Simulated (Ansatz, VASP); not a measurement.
**InAsS3 in VASP and in Ansatz**

```
CELL_PARAMETERS angstrom
-2.39391 2.39391 6.53953
2.39391 -2.39391 6.53953
2.39391 2.39391 -6.53953
ATOMIC_POSITIONS crystal
In 0.09695 0.09695 0.00000
As 0.64220 0.64220 0.00000
S 0.48036 0.48036 0.00000
S 0.19775 0.69775 0.50000
S 0.69775 0.19775 0.50000
```

Change from the starting cell: species swapped into the NdCoSi3 type (I4mm, No. 107).

Alike in both runs: functional PBE; k mesh 12 × 12 × 12; occupations gaussian, width 0.1 eV; no spin polarisation.

Ansatz relaxed the structure, and its values are those at the end. VASP's run is a single point on that final structure, the one shown.

```csv
,VASP,Ansatz
version,VASP 6.6.1,Ansatz 0.2.0
potentials or method,"VASP PAW PBE potentials, release 64 (In_d, As, S), cutoff 500 eV","scalar-relativistic, plane waves, PAW"
valence electrons in the cell,36,46
```

Ansatz gave:

```
gap on the k mesh at the Fermi level (eV) : none
pressure (GPa)                            : 0.0
rms of the force components (eV/Å)        : 0.001
```

Question: What did VASP give for the same quantities?

Answer: gap on the k mesh at the Fermi level (eV): none; pressure (GPa): 0.0; rms of the force components (eV/Å): 0.006.

A gap of «none» marks a metal or a gap that the smearing closes. VASP's potentials hold 36 valence electrons a cell and Ansatz's 46, so a difference there can come from the potentials and not from the codes.
